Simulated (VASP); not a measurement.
# MgO (Periclase) (Fm-3m) in VASP: single point with PBE

Aim: the single point of MgO (Periclase) with PBE.

All numbers are computed with VASP 6.6.1; they aren't measurements. Logs are shortened: lines on timing, memory, paths and dates and some standing lists are left out, and cuts for length are marked.

### Step 1. The cell of the first run

Symmetry: Fm-3m, No. 225, cubic system. Conventional cell: a = 4.217 Å, b = 4.217 Å, c = 4.217 Å, α = 90.00°, β = 90.00°, γ = 90.00°. Within 2.8 Å of Mg (site symmetry m-3m) lie 6 O at 2.11 Å. Within 2.8 Å of O (site symmetry m-3m) lie 6 Mg at 2.11 Å.

### Step 2. Single point, PBE

File INCAR:

```
PREC = Accurate ; ENCUT = 520
EDIFF = 1E-6 ; ISMEAR = 0
SIGMA = 0.01 ; LREAL = F
LASPH = T ; NELM = 60
ALGO = Normal ; ISIF = 2
LWAVE = F ; LCHARG = F
GGA = PE ; NBANDS = 11
```

File KPOINTS:

```
Automatic mesh
0
Gamma
  7 7 7
```

File POSCAR:

```
MgO
1.0
    0.0000000000      2.1085000000      2.1085000000
    2.1085000000      0.0000000000      2.1085000000
    2.1085000000      2.1085000000      0.0000000000
Mg O
1 1
Direct
    0.0000000000      0.0000000000      0.0000000000
    0.5000000000      0.5000000000      0.5000000000
```

Potentials or basis: VASP PAW PBE potentials, release 64 (Mg, O).

On the command line:

```
cat potpaw_PBE.64/Mg/POTCAR potpaw_PBE.64/O/POTCAR > POTCAR
mpirun -np 1 vasp_std > vasp.out
```

OUTCAR:

```text
PREC = Accurate
   ENCUT = 520
   EDIFF = 1E-6
   ISMEAR = 0
   LREAL = F
   LASPH = T
   NELM = 60
   ISIF = 2
   GGA = PE

 ion  position               nearest neighbor table
   1  0.000  0.000  0.000-   2 2.11   2 2.11   2 2.11   2 2.11   2 2.11   2 2.11
   2  0.500  0.500  0.500-   1 2.11   1 2.11   1 2.11   1 2.11   1 2.11   1 2.11

  LATTYP: Found a face centered cubic cell.
 ALAT       =     4.2170000000

  Lattice vectors:

 A1 = (   0.0000000000,   2.1085000000,   2.1085000000)
 A2 = (   2.1085000000,   0.0000000000,   2.1085000000)
 A3 = (   2.1085000000,   2.1085000000,   0.0000000000)

Analysis of symmetry for initial positions (statically):
=====================================================================
 Subroutine PRICEL returns:
 Original cell was already a primitive cell.

 Routine SETGRP: Setting up the symmetry group for a
 face centered cubic supercell.

 Subroutine GETGRP returns: Found 48 space group operations
 (whereof 48 operations were pure point group operations)
 out of a pool of 48 trial point group operations.

The static configuration has the point symmetry O_h .

Analysis of symmetry for dynamics (positions and initial velocities):
=====================================================================
 Subroutine PRICEL returns:
 Original cell was already a primitive cell.

 Routine SETGRP: Setting up the symmetry group for a
 face centered cubic supercell.

 Subroutine GETGRP returns: Found 48 space group operations
 (whereof 48 operations were pure point group operations)
 out of a pool of 48 trial point group operations.

The dynamic configuration has the point symmetry O_h .

 Subroutine INISYM returns: Found 48 space group operations
 (whereof 48 operations are pure point group operations),
 and found     1 'primitive' translations

----------------------------------------------------------------------------------------

                                     Primitive cell

  volume of cell :      18.7478

  direct lattice vectors                    reciprocal lattice vectors
     0.000000000  2.108500000  2.108500000    -0.237135404  0.237135404  0.237135404
     2.108500000  0.000000000  2.108500000     0.237135404 -0.237135404  0.237135404
     2.108500000  2.108500000  0.000000000     0.237135404  0.237135404 -0.237135404

  length of vectors
     2.981869296  2.981869296  2.981869296     0.410730569  0.410730569  0.410730569

  position of ions in fractional coordinates (direct lattice)
     0.000000000  0.000000000  0.000000000
     0.500000000  0.500000000  0.500000000

  ion indices of the primitive-cell ions
   primitive index   ion index
                 1           1
                 2           2

----------------------------------------------------------------------------------------

 KPOINTS: Automatic mesh

Automatic generation of k-mesh.
 Grid dimensions read from file:
 generate k-points for:    7    7    7

 Generating k-lattice:

  Cartesian coordinates                     Fractional coordinates (reciprocal lattice)
    -0.033876486  0.033876486  0.033876486     0.142857143  0.000000000  0.000000000
     0.033876486 -0.033876486  0.033876486     0.000000000  0.142857143  0.000000000
     0.033876486  0.033876486 -0.033876486     0.000000000  0.000000000  0.142857143

  Length of vectors
     0.058675796  0.058675796  0.058675796

  Shift w.r.t. Gamma in fractional coordinates (k-lattice)
     0.000000000  0.000000000  0.000000000

 Subroutine IBZKPT returns following result:
 ===========================================

 Found     20 irreducible k-points:

 Following reciprocal coordinates:
            Coordinates               Weight
  0.000000  0.000000  0.000000      1.000000
  0.142857  0.000000  0.000000      8.000000
  0.285714  0.000000  0.000000      8.000000
  0.428571  0.000000  0.000000      8.000000
  0.142857  0.142857  0.000000      6.000000
  0.285714  0.142857  0.000000     24.000000
[... 12 lines left out ...]
 -0.428571  0.428571  0.142857     24.000000
 -0.285714  0.428571  0.142857     24.000000
   k-points           NKPTS =     20   k-points in BZ     NKDIM =     20   number of bands    NBANDS=     11
   number of dos      NEDOS =    301   number of ions     NIONS =      2
   total plane-waves  NPLWV =  13824
   dimension x,y,z NGX =    24 NGY =   24 NGZ =   24
   dimension x,y,z NGXF=    48 NGYF=   48 NGZF=   48
   ions per type =               1   1
   NGX,Y,Z   is equivalent  to a cutoff of  13.38, 13.38, 13.38 a.u.
   NGXF,Y,Z  is equivalent  to a cutoff of  26.76, 26.76, 26.76 a.u.
 SYSTEM =  unknown system
   PREC   = accura    normal or accurate (medium, high low for compatibility)
   ISTART =      0    job   : 0-new  1-cont  2-samecut
   ICHARG =      2    charge: 1-file 2-atom 10-const
   ISPIN  =      1    spin polarized calculation?
   LNONCOLLINEAR =      F non collinear calculations
   LSORBIT =      F    spin-orbit coupling
   LASPH  =      T    aspherical Exc in radial PAW
   ENCUT  =  520.0 eV  38.22 Ry    6.18 a.u.   5.54  5.54  5.54*2*pi/ulx,y,z
   NELM   =     60;   NELMIN=  2; NELMDL= -5     # of ELM steps
   EDIFF  = 0.1E-05   stopping-criterion for ELM
   LREAL  =      F    real-space projection
   EDIFFG = 0.1E-04   stopping-criterion for IOM
   NSW    =      0    number of steps for IOM
   IBRION =     -1    ionic relax: 0-MD 1-quasi-New 2-CG
   NFREE  =      0    steps in history (QN), initial steepest desc. (CG)
   ISIF   =      2    stress and relaxation
   ISYM   =      2    0-nonsym 1-usesym 2-fastsym
   POTIM  = 0.5000    time-step for ionic-motion
   TEBEG  =    0.0;   TEEND  =   0.0 temperature during run
   PSTRESS=    0.0 pullay stress
   NELECT =       8.0000    total number of electrons
   NUPDOWN=      -1.0000    fix difference up-down
   EMIN   =  10.00;   EMAX   =-10.00  energy-range for DOS
   EFERMI =   0.00;   METHOD = LEGACY
   ISMEAR =     0;   SIGMA  =   0.01  broadening in eV -4-tet -1-fermi 0-gaus
   EFERMI_NEDOS =   21; number of points for ismear=-14 and -15
   IALGO  =     38    algorithm
   IMIX   =      4    mixing-type and parameters
     AMIX     =   0.40;   BMIX     =  1.00
     AMIX_MAG =   1.60;   BMIX_MAG =  1.00
  volume/ion in A,a.u.               =       9.37        63.26
  Fermi-wavevector in a.u.,A,eV,Ry     =   1.232503  2.329092 20.668107  1.519063
  Thomas-Fermi vector in A             =   2.367270
   LORBIT       =      0    0 simple, 1 ext, 2 COOP (PROOUT), +10 PAW based schemes
   GGA     = PE    functional components
   LHFCALC =     F    Hartree Fock is set to
   AEXX    =    0.0000 exact exchange contribution
   IVDW    =     0    specifies the selected vdW correction
   LEPSILON=     F    determine dielectric tensor
   LRPA    =     F    only Hartree local field effects (RPA)
 non-spin polarized calculation
 Gauss-broadening in eV      SIGMA  =   0.01
  energy-cutoff  :      520.00
  volume of cell :       18.75
 maximum number of plane-waves:       531
 NGX is ok and might be reduce to    24
   NGX = 11   NGY = 11   NGZ = 11

 number of electron       8.0000005 magnetization

 Free energy of the ion-electron system (eV)
  ---------------------------------------------------
  ext. energy  EPLUGINS =         0.00000000
  ---------------------------------------------------
  free energy    TOTEN  =       -11.90706860 eV

  energy without entropy =      -11.90706860  energy(sigma->0) =      -11.90706860

 E-fermi :   3.2270     XC(G=0): -11.0620

 val. band max:        3.1608793783   @ k =   0.0000   0.0000   0.0000
 cond. band min:       7.8530437014   @ k =   0.0000   0.0000   0.0000
 fundamental gap:      4.6921643231
 Fermi energy:         3.2270234414

 k-point     1 :       0.0000    0.0000    0.0000
  band No.  band energies     occupation
      1     -14.0846      2.00000
      2       3.1609      2.00000
      3       3.1609      2.00000
      4       3.1609      2.00000
      5       7.8530      0.00000
      6      18.9405      0.00000
      7      18.9405      0.00000
      8      18.9405      0.00000
      9      22.8480      0.00000
     10      24.6182      0.00000
     11      24.6182      0.00000

 k-point     2 :       0.1429    0.0000    0.0000
  band No.  band energies     occupation
      1     -13.8747      2.00000
      2       1.9762      2.00000
      3       3.0297      2.00000
      4       3.0297      2.00000
      5       8.9837      0.00000
      6      16.9709      0.00000
      7      19.3878      0.00000
      8      19.3878      0.00000
      9      23.4928      0.00000
     10      23.4928      0.00000
     11      25.2431      0.00000

 k-point     3 :       0.2857    0.0000    0.0000
  band No.  band energies     occupation
      1     -13.3580      2.00000
      2       0.0494      2.00000
      3       2.7511      2.00000
      4       2.7511      2.00000
      5      10.5204      0.00000
      6      15.5268      0.00000
      7      19.7846      0.00000
      8      19.7846      0.00000
      9      23.5015      0.00000
     10      23.5015      0.00000
     11      24.8501      0.00000

 k-point     4 :       0.4286    0.0000    0.0000
  band No.  band energies     occupation
      1     -12.8840      2.00000
      2      -1.2564      2.00000
      3       2.5415      2.00000
      4       2.5415      2.00000
      5      11.0132      0.00000
      6      15.6346      0.00000
      7      19.4951      0.00000
      8      19.4951      0.00000
      9      24.1009      0.00000
     10      25.2187      0.00000
     11      25.2187      0.00000
[... 183 lines left out ...]
 k-point    18 :      -0.4286    0.2857    0.1429
  band No.  band energies     occupation
      1     -12.6767      2.00000
      2      -0.5910      2.00000
      3       1.0810      2.00000
      4       2.1141      2.00000
      5      13.1474      0.00000
      6      14.9675      0.00000
      7      16.4025      0.00000
      8      20.0318      0.00000
      9      23.3863      0.00000
     10      25.3127      0.00000
     11      30.1267      0.00000

 k-point    19 :      -0.4286    0.4286    0.1429
  band No.  band energies     occupation
      1     -12.5823      2.00000
      2      -0.5109      2.00000
      3       1.1988      2.00000
      4       1.6866      2.00000
      5      13.4966      0.00000
      6      14.0248      0.00000
      7      15.8606      0.00000
      8      20.2128      0.00000
      9      22.8114      0.00000
     10      27.8309      0.00000
     11      30.0618      0.00000

 k-point    20 :      -0.2857    0.4286    0.1429
  band No.  band energies     occupation
      1     -12.5257      2.00000
      2       0.0274      2.00000
      3       0.2326      2.00000
      4       1.7098      2.00000
      5      14.0746      0.00000
      6      15.1776      0.00000
      7      15.3192      0.00000
      8      19.2872      0.00000
      9      23.7114      0.00000
     10      25.9731      0.00000
     11      30.0099      0.00000

------------------------ aborting loop because EDIFF is reached ----------------------------------------

  FORCE on cell =-STRESS in cart. coord.  units (eV):
  Direction    XX          YY          ZZ          XY          YZ          ZX
  --------------------------------------------------------------------------------------
  -------------------------------------------------------------------------------------
  Total        0.3931232      0.3931232      0.3931232      0.0000000      0.0000000     -0.0000000
  in kB       33.5960640     33.5960640     33.5960640      0.0000000      0.0000000     -0.0000000
  external PRESSURE =      33.5960640 kB  Pullay stress =       0.0000000 kB

 VOLUME and BASIS-vectors are now :
 -----------------------------------------------------------------------------
  energy-cutoff  :      520.00
  volume of cell :       18.75
      direct lattice vectors                 reciprocal lattice vectors
     0.000000000  2.108500000  2.108500000    -0.237135404  0.237135404  0.237135404
     2.108500000  0.000000000  2.108500000     0.237135404 -0.237135404  0.237135404
     2.108500000  2.108500000  0.000000000     0.237135404  0.237135404 -0.237135404

 POSITION                                       TOTAL-FORCE (eV/Angst)
 -----------------------------------------------------------------------------------
      0.00000      0.00000      0.00000        -0.000000     -0.000000     -0.000000
      2.10850      2.10850      2.10850         0.000000      0.000000      0.000000
 -----------------------------------------------------------------------------------
    total drift:                               -0.000000     -0.000000      0.000000

  FREE ENERGIE OF THE ION-ELECTRON SYSTEM (eV)
  ---------------------------------------------------
  free  energy   TOTEN  =       -11.9070685968 eV

  energy  without entropy=      -11.9070685968  energy(sigma->0) =      -11.90706860
```

It took 12 s on 1 thread of AMD EPYC 7R13, shared host; peak memory 0.11 GiB.

Results:

```
Free energy            : -11.9071 eV
Pressure               : 3.4 GPa
Band gap on the k mesh : 4.69 eV, direct
```
